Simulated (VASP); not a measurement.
# Be2C (Fm-3m) in VASP: further runs, part 2 of 2

VASP 6.6.1. Earlier steps stand in the parts before.

## (3) Elastic constants, PBEsol

This run uses another cell than the first one, of 6.38 Å³/atom.

INCAR

```
SYSTEM = Be2C
  PREC = Accurate
  ENCUT = 600
  EDIFF = 1E-8
  ISMEAR = 0
  SIGMA = 0.01
  LREAL = .FALSE.
  LASPH = .TRUE.
  NELM = 120
  ALGO = Normal
  ISIF = 3
  LWAVE = .FALSE.
  LCHARG = .FALSE.
  GGA = PS
  NBANDS = 11
  IBRION = 6
  NFREE = 2
  POTIM = 0.015
  NSW = 1
  GGA_COMPAT = .FALSE.
```

KPOINTS

```
regular mesh
0
G
  8 8 8
  0 0 0
```

POSCAR

```
Be2C
1.0
    0.0000000000      2.1232938357      2.1232938357
    2.1232938357      0.0000000000      2.1232938357
    2.1232938357      2.1232938357      0.0000000000
Be C
2 1
Direct
    0.2500000000      0.2500000000      0.2500000000
    0.7500000000      0.7500000000      0.7500000000
    0.0000000000      0.0000000000      0.0000000000
```

Potentials or basis: VASP PAW PBE potentials, release 64 (Be, C).

Run with:

```console
> cat potpaw_PBE.64/Be/POTCAR potpaw_PBE.64/C/POTCAR > POTCAR
> mpirun -np 1 vasp_std > vasp.out
```

OUTCAR:

```text
SYSTEM = Be2C
   PREC = Accurate
   ENCUT = 600
   EDIFF = 1E-8
   ISMEAR = 0
   LREAL = .FALSE.
   LASPH = .TRUE.
   NELM = 120
   ISIF = 3
   GGA = PS
   IBRION = 6
   NFREE = 2
   POTIM = 0.015
   NSW = 1

 ion  position               nearest neighbor table
   1  0.250  0.250  0.250-   3 1.84   3 1.84   3 1.84   3 1.84   2 2.12   2 2.12   2 2.12   2 2.12
                             2 2.12   2 2.12
   2  0.750  0.750  0.750-   3 1.84   3 1.84   3 1.84   3 1.84   1 2.12   1 2.12   1 2.12   1 2.12
                             1 2.12   1 2.12
   3  0.000  0.000  0.000-   2 1.84   2 1.84   2 1.84   1 1.84   2 1.84   1 1.84   1 1.84   1 1.84

  LATTYP: Found a face centered cubic cell.
 ALAT       =     4.2465876714

  Lattice vectors:

 A1 = (   0.0000000000,   2.1232938357,   2.1232938357)
 A2 = (   2.1232938357,   0.0000000000,   2.1232938357)
 A3 = (   2.1232938357,   2.1232938357,   0.0000000000)

Analysis of symmetry for initial positions (statically):
=====================================================================
 Subroutine PRICEL returns:
 Original cell was already a primitive cell.

 Routine SETGRP: Setting up the symmetry group for a
 face centered cubic supercell.

 Subroutine GETGRP returns: Found 48 space group operations
 (whereof 48 operations were pure point group operations)
 out of a pool of 48 trial point group operations.

[... 714 lines left out ...]
  in kB      106.8102635    106.8378663    106.8378663      0.0000000      0.0000000      0.0000000
  external PRESSURE =     106.8286653 kB  Pullay stress =       0.0000000 kB
[... 18 lines left out ...]
  FREE ENERGIE OF THE ION-ELECTRON SYSTEM (eV)
  ---------------------------------------------------
  free  energy   TOTEN  =       -18.3801242199 eV

  energy  without entropy=      -18.3801242199  energy(sigma->0) =      -18.38012422

 INTERNAL STRAIN TENSORS FROM STRAINED CELLS
 ============================================

 INTERNAL STRAIN TENSOR FOR ION    1 for displacements in x,y,z  (eV/Angst):
          X           Y           Z          XY          YZ          ZX
  --------------------------------------------------------------------------------
  x     0.00000     0.00000    -0.00000     0.00000     0.48229    -0.00000
  y     0.00000     0.00000    -0.00000     0.00000     0.00000     0.48183
  z     0.00000     0.00000    -0.00000     0.48234     0.00000    -0.00000

 INTERNAL STRAIN TENSORS FROM DISPLACED ATOMS
 ============================================

 INTERNAL STRAIN TENSOR FOR ION    1 for displacements in x,y,z  (eV/Angst):
          X           Y           Z          XY          YZ          ZX
  --------------------------------------------------------------------------------
  x    -0.00000    -0.00000    -0.00000     0.00000     0.47597     0.00000
  y    -0.00000    -0.00000    -0.00000     0.00000     0.00000     0.47597
  z    -0.00000    -0.00000    -0.00000     0.47597     0.00000     0.00000

 INTERNAL STRAIN TENSOR FOR ION    3 for displacements in x,y,z  (eV/Angst):
          X           Y           Z          XY          YZ          ZX
  --------------------------------------------------------------------------------
  x     0.00000     0.00000     0.00000     0.00000     0.00000     0.00000
  y     0.00000     0.00000     0.00000     0.00000     0.00000     0.00000
  z     0.00000     0.00000     0.00000     0.00000     0.00000     0.00000

 Eigenvectors and eigenvalues of the dynamical matrix
 ----------------------------------------------------

   1 f  =   22.467523 THz   141.167612 2PiTHz  749.435904 cm-1    92.918168 meV
             X         Y         Z           dx          dy          dz
      1.061647  1.061647  1.061647    -0.282176   -0.648365   -0.000000
      3.184941  3.184941  3.184941     0.282176    0.648365    0.000000
      0.000000  0.000000  0.000000     0.000000   -0.000000    0.000000
[... 43 lines left out ...]
   9 f/i=    0.000008 THz     0.000052 2PiTHz    0.000278 cm-1     0.000034 meV
             X         Y         Z           dx          dy          dz
      1.061647  1.061647  1.061647     0.000000    0.000000    0.547780
      3.184941  3.184941  3.184941     0.000000    0.000000    0.547780
      0.000000  0.000000  0.000000     0.000000    0.000000    0.632355

--------------------------------------------------------------------------------------------------------

 ELASTIC MODULI CONTR FROM IONIC RELAXATION (kBar)
 Direction    XX          YY          ZZ          XY          YZ          ZX
 --------------------------------------------------------------------------------
 XX          -0.0000     -0.0000     -0.0000      0.0000      0.0000      0.0000
 YY          -0.0000     -0.0000     -0.0000      0.0000      0.0000      0.0000
 ZZ          -0.0000     -0.0000     -0.0000      0.0000      0.0000      0.0000
 XY           0.0000      0.0000      0.0000     -2.0369     -0.0000     -0.0000
 YZ           0.0000      0.0000      0.0000     -0.0000     -2.0369     -0.0000
 ZX           0.0000      0.0000      0.0000      0.0000     -0.0000     -2.0369
 --------------------------------------------------------------------------------

 TOTAL ELASTIC MODULI (kBar)
 Direction    XX          YY          ZZ          XY          YZ          ZX
 --------------------------------------------------------------------------------
 XX        6278.1168    318.3309    318.3309     -0.0000     -0.0000      0.0000
 YY         318.3309   6278.1168    318.3309     -0.0000      0.0000      0.0000
 ZZ         318.3309    318.3309   6278.1168     -0.0000     -0.0000      0.0000
 XY          -0.0000     -0.0000     -0.0000   2423.6067     -0.0000     -0.0000
 YZ          -0.0000      0.0000     -0.0000     -0.0000   2423.6067     -0.0000
 ZX           0.0000      0.0000      0.0000      0.0000     -0.0000   2423.6067
 --------------------------------------------------------------------------------
```

stdout:

```text
POSCAR found type information on POSCAR BeC
 POSCAR found :  2 types and       3 ions
 scaLAPACK will be used
 -----------------------------------------------------------------------------
|                                                                             |
|                                                                             |
|     You enforced a specific xc type in the INCAR file but a different       |
|     I HOPE YOU KNOW WHAT YOU ARE DOING!                                     |
[... 32 lines left out ...]
 Finite differences progress:
 bond charge predicted
 Finite differences progress:
 bond charge predicted
 Finite differences progress:
 bond charge predicted
 Finite differences progress:
 bond charge predicted
 Finite differences progress:
 bond charge predicted
 Finite differences progress:
 bond charge predicted
 Finite differences progress:
```

Wall time 4.2 min (1 thread of AMD EPYC 7R43 (Zen 3), shared host); peak memory 0.16 GiB.

Results:

| Item | Value |
| --- | --- |
| Elastic constants C11, C12, C44 | 628, 32, 242 GPa |
| Voigt bulk modulus | 230 GPa |
| Highest phonon frequency at Γ | 749 cm⁻¹ |

Phonon frequencies in cm⁻¹ (negative: imaginary):
```csv
q point,frequencies
"(0.000, 0.000, 0.000)",0 0 0 709 709 709 749 749 749
```

Elastic tensor in Voigt notation (GPa, in the Cartesian axes of the cell as first typed):
```
628  32  32   0   0   0
 32 628  32   0   0   0
 32  32 628   0   0   0
  0   0   0 242   0   0
  0   0   0   0 242   0
  0   0   0   0   0 242
```

Clamped-ion elastic tensor (GPa):
```
628  32  32   0   0   0
 32 628  32   0   0   0
 32  32 628   0   0   0
  0   0   0 243   0   0
  0   0   0   0 243   0
  0   0   0   0   0 243
```

Caveat: the cell is under stress, which shifts elastic constants; the PAW data sets were made with another functional, which shifts forces and pressure a little.

## (4) Elastic constants, PBEsol

This run uses another cell than the first one, of 6.46 Å³/atom.

INCAR

```
SYSTEM = Be2C
PREC = Accurate
ENCUT = 600
EDIFF = 1E-8
ISMEAR = 0
SIGMA = 0.01
LREAL = .FALSE.
LASPH = .TRUE.
NELM = 120
ALGO = Normal
ISIF = 3
LWAVE = .FALSE.
LCHARG = .FALSE.
GGA = PS
NBANDS = 11
IBRION = 6
NFREE = 2
POTIM = 0.015
NSW = 1
GGA_COMPAT = .FALSE.
```

KPOINTS

```
Automatic mesh
0
G
  8 8 8
  0 0 0
```

POSCAR

```
Be2C
1.0
    0.0000000000      2.1323817610      2.1323817610
    2.1323817610      0.0000000000      2.1323817610
    2.1323817610      2.1323817610      0.0000000000
Be C
2 1
Direct
    0.2500000000      0.2500000000      0.2500000000
    0.7500000000      0.7500000000      0.7500000000
    0.0000000000      0.0000000000      0.0000000000
```

Run with:

```console
> cat potpaw_PBE.64/Be/POTCAR potpaw_PBE.64/C/POTCAR > POTCAR
> mpirun -np 1 vasp_std > vasp.out
```

It took 4.4 min on 1 thread of AMD EPYC 7R43 (Zen 3), shared host; peak memory 0.15 GiB.

The run converged. Its results:

| Property | Result |
| --- | --- |
| Elastic constants C11, C12, C44 | 614, 28, 234 GPa |
| Voigt bulk modulus | 223 GPa |
| Highest phonon frequency at Γ | 738 cm⁻¹ |

Phonon frequencies in cm⁻¹ (negative: imaginary):
```csv
q point,frequencies
"(0.000, 0.000, 0.000)",0 0 0 694 694 694 738 738 738
```

Elastic tensor in Voigt notation (GPa, in the Cartesian axes of the cell as first typed):
```
614  28  28   0   0   0
 28 614  28   0   0   0
 28  28 614   0   0   0
  0   0   0 234   0   0
  0   0   0   0 234   0
  0   0   0   0   0 234
```

Clamped-ion elastic tensor (GPa):
```
614  28  28   0   0   0
 28 614  28   0   0   0
 28  28 614   0   0   0
  0   0   0 234   0   0
  0   0   0   0 234   0
  0   0   0   0   0 234
```

Caveat: the cell is under stress, which shifts elastic constants; the PAW data sets were made with another functional, which shifts forces and pressure a little.
